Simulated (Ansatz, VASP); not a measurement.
# Two plane-wave programs on KTaO3

```xyz
5
Lattice="3.5367 0.0000 0.0000 0.0000 3.5367 0.0000 0.0000 0.0000 7.2792" Properties=species:S:1:pos:R:3 pbc="T T T"
K     0.0000    0.0000    3.6396
Ta    1.7684    1.7684    0.0000
O     1.7684    1.7684    3.6396
O     1.7684    1.7684    5.4283
O     1.7684    1.7684    1.8509
```

Alike in both runs: functional PBE; k mesh 6 × 6 × 2; occupations gaussian, width 0.1 eV; no spin polarisation.

Ansatz relaxed the structure, and its values are those at the end. VASP's run is a single point on that final structure, the one shown.

|  | VASP | Ansatz |
| --- | --- | --- |
| version | VASP 6.6.1 | Ansatz 0.2.0 |
| potentials or method | VASP PAW PBE potentials, release 64 (K_sv, Ta_sv_GW, O), cutoff 700 eV | scalar-relativistic, plane waves, PAW |
| valence electrons in the cell | 40 | 40 |

Ansatz gave:

| Property | Result |
| --- | --- |
| gap on the k mesh at the Fermi level (eV) | none |
| pressure (GPa) | -0.1 |
| rms of the force components (eV/Å) | 0.001 |

Problem. Estimate VASP's values.

Solution. gap on the k mesh at the Fermi level (eV): none; pressure (GPa): 0.0; rms of the force components (eV/Å): 0.035.

A gap of «none» marks a metal or a gap that the smearing closes.

The k mesh is coarse, so the values compare programs but aren't converged. Spin-orbit coupling is off throughout.
